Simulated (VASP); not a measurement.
A run of VASP 6.6.1 is set up as follows.

Contents of POSCAR:

```
W
1.0
   -1.5772668767      1.5772668767      1.5772668767
    1.5772668767     -1.5772668767      1.5772668767
    1.5772668767      1.5772668767     -1.5772668767
W
1
Direct
    0.0000000000      0.0000000000      0.0000000000
```

File INCAR.step1:

```
SYSTEM = W
PREC = Accurate
ENCUT = 520
ISMEAR = 0
SIGMA = 0.1
LREAL = .False.
LASPH = .True.
NELM = 80
NBANDS = 13
GGA = PE
ALGO = Normal
EDIFF = 1E-4
LWAVE = .True.
LCHARG = .False.
```

Contents of INCAR.step2:

```
SYSTEM = W
PREC = Accurate
ENCUT = 520
EDIFF = 1E-6
ISMEAR = 0
SIGMA = 0.1
LREAL = .False.
LASPH = .True.
NELM = 80
ALGO = Normal
ISIF = 2
LWAVE = .False.
LCHARG = .False.
METAGGA = R2SCAN
LMIXTAU = .True.
NBANDS = 13
ISTART = 1
```

The input KPOINTS:

```
Automatic mesh
0
Gamma
  18 18 18
  0 0 0
```

Potentials or basis: VASP PAW PBE potentials, release 64 (W_sv).

Launch:

```console
$ cat potpaw_PBE.64/W_sv/POTCAR > POTCAR
$ cp INCAR.step1 INCAR
$ mpirun -np 1 vasp_std > vasp.out
$ cp INCAR.step2 INCAR
$ mpirun -np 1 vasp_std > vasp.out
```

(1) What does it give for the band gap on the k mesh?

(2) Predict the pressure.

Results:

(1) zero (band 7 reaches 16.85 eV, above the bottom of band 8 at 10.14 eV).

(2) 5.6 GPa.

Caveat: the PAW data sets were made with another functional, which shifts forces and pressure a little; spin-orbit coupling is left out, which moves the levels of the heavy elements.
